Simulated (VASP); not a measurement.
ZnInC2N2:

```
Zn In C N
1.0
     3.23963    0.00000    0.00000
     0.24285    4.25007    0.00000
     0.25218    0.04325    6.87585
Zn In C N
1 1 2 2
Direct
  0.00000 0.00000 0.50000
  0.00000 0.00000 0.00000
  0.00977 0.34217 0.71071
  0.99023 0.65783 0.28929
  0.01088 0.62286 0.72122
  0.98912 0.37714 0.27878
```

- Program: VASP 6.6.1
- Task: relaxation of cell and atoms
- Functional: PBE
- Potentials or basis: VASP PAW PBE potentials, release 64 (Zn, In_d, C, N)
- Cutoff: 600 eV
- k mesh: 6 × 4 × 4
- Occupations: gaussian, width 0.1 eV
- Spin: no spin polarisation

At the start: pressure 0.8 GPa; volume 15.78 Å³/atom.

Question: How do energy, volume and symmetry change on relaxing?

Answer: Over 15 steps the energy falls by 2.0 meV/atom and the volume is 16.05 Å³/atom (+1.7 %); space group P-1 (No. 2, to 0.1 Å) before and after.

The path:
```
step  energy change (eV)  largest force (eV/Å)  pressure (GPa)  volume (Å³)
   1              0.0000                0.0801            0.81        94.67
   2              0.0036                0.9365           -1.23        95.77
   3             -0.0023                0.3393            0.01        95.09
   4             -0.0051                0.2442           -0.03        95.38
   5             -0.0087                0.0912           -0.13        96.24
   6             -0.0091                0.0824           -0.15        96.25
   7             -0.0100                0.0706           -0.17        96.27
   8             -0.0112                0.1176           -0.23        96.32
   9             -0.0106                0.2875           -0.33        96.41
  10             -0.0115                0.1724           -0.26        96.35
  11             -0.0117                0.1046           -0.14        96.34
  12             -0.0119                0.0450            0.00        96.32
  13             -0.0119                0.0447            0.02        96.32
  14             -0.0119                0.0434            0.02        96.32
  15             -0.0121                0.0400            0.02        96.32
```

Final structure:
```
Zn In C N
1.0
     3.22296   -0.01738   -0.00532
     0.21868    4.25521   -0.02336
     0.23928    0.00486    7.02079
Zn In C N
1 1 2 2
Direct
  0.00000 0.00000 0.50000
  0.00000 0.00000 0.00000
  0.01148 0.34247 0.70953
  0.98852 0.65753 0.29047
  0.01117 0.62298 0.71919
  0.98883 0.37702 0.28081
```

Caveat: the k points lie up to 0.37 Å⁻¹ apart in the final cell, too coarse for converged energies and pressures of a metal.
